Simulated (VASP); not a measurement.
The system is MnS.

```
CELL_PARAMETERS angstrom
3.09904 0.00000 0.00000
0.00000 3.09904 0.00000
0.00000 0.00000 3.09904
ATOMIC_POSITIONS crystal
Mn 0.50000 0.50000 0.50000
S 0.00000 0.00000 0.00000
```

Base run:

- Program: VASP 6.6.1
- Functional: LDA
- Potentials or basis: VASP PAW LDA potentials, release 64 (Mn_pv, S)
- Cutoff: 520 eV
- k mesh: 10 × 10 × 10
- Occupations: gaussian, width 0.05 eV
- Spin: collinear spin, ferromagnetic start
- Starting moments: [2.8, 0.0] μB
- Hubbard terms: Mn d U = 2.0 eV

Its results: pressure -0.1 GPa; net moment 4.37 μB per cell; site moments Mn +4.11; S +0.04 μB.

Problem. The run is repeated on the same cell with these changes: hubbard terms from Mn d U = 2.0 eV to none. What comes out?

Solution. Pressure -18.7 GPa; net moment 3.18 μB per cell; site moments Mn +3.15; S -0.09 μB.

Caveats: a cell with one magnetic atom can't hold antiferromagnetic order, which such compounds often take; the cell stands under tension (at least some runs).
